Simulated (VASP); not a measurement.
Here is a VASP 6.6.1 calculation.

File INCAR:

```
PREC = Accurate
ENCUT = 520
EDIFF = 1E-6
ISMEAR = -1
SIGMA = 0.05
LREAL = Auto
LASPH = T
NELM = 80
ALGO = Normal
ISIF = 2
LWAVE = F
LCHARG = F
GGA = PE
IVDW = 12
NBANDS = 53
```

KPOINTS

```
Automatic mesh
0
Gamma
  2 2 2
```

Contents of POSCAR:

```
Si16Ge
1.0
    0.0000000000      5.4300000000      5.4300000000
    5.4300000000      0.0000000000      5.4300000000
    5.4300000000      5.4300000000      0.0000000000
Si Ge
16 1
Direct
   -0.0000934411     -0.0012137722      0.0017104285
    0.1213579814      0.1214216133      0.1211144543
   -0.0046055766     -0.0044832960      0.5046175147
    0.1205344619      0.1207049831      0.6381720149
   -0.0041167789      0.5041560207     -0.0042878957
    0.1216195163      0.6353059325      0.1214414998
   -0.0044921957      0.5043559537      0.5045957114
    0.1266442246      0.6243768876      0.6245752277
    0.5043622215     -0.0042004014     -0.0044938563
    0.6364106707      0.1213290576      0.1209813890
    0.5045105146     -0.0045234934      0.5046260912
    0.6242999372      0.1269920920      0.6244174532
    0.5043076109      0.5041847799     -0.0043481467
    0.6246646750      0.6245835622      0.1261136800
    0.5000162540      0.5003135322      0.4995732463
    0.6243839751      0.6243478340      0.6245289690
    0.2498065494      0.2480414144      0.2528422187
```

Potentials or basis: VASP PAW PBE potentials, release 64 (Si, Ge_d).

Command:

```console
$ cat potpaw_PBE.64/Si/POTCAR potpaw_PBE.64/Ge_d/POTCAR > POTCAR
$ mpirun -np 1 vasp_std > vasp.out
```

Q: Predict the band gap on the k mesh.

A: Zero (band 39 reaches 6.99 eV, above the bottom of band 40 at 6.68 eV).

Q: Predict the largest force.

A: 0.052 eV/Å.

Q: What does it give for the pressure?

A: 3.8 GPa.

Forces on the atoms (eV/Å):
```
Si  -0.001 -0.003  0.002
Si   0.008  0.014 -0.002
Si   0.006  0.007  0.001
Si   0.000  0.006 -0.004
Si  -0.002 -0.006 -0.002
Si  -0.001  0.012 -0.010
Si   0.001  0.008 -0.008
Si  -0.011  0.007  0.012
Si  -0.004  0.001  0.001
Si   0.009  0.002 -0.013
Si   0.005 -0.002 -0.006
Si   0.008 -0.010  0.010
Si  -0.004  0.004  0.006
Si   0.012  0.010 -0.011
Si   0.000  0.000  0.000
Si  -0.010 -0.012 -0.007
Ge  -0.015 -0.038  0.032
```

Caveat: the k points lie up to 0.50 Å⁻¹ apart.
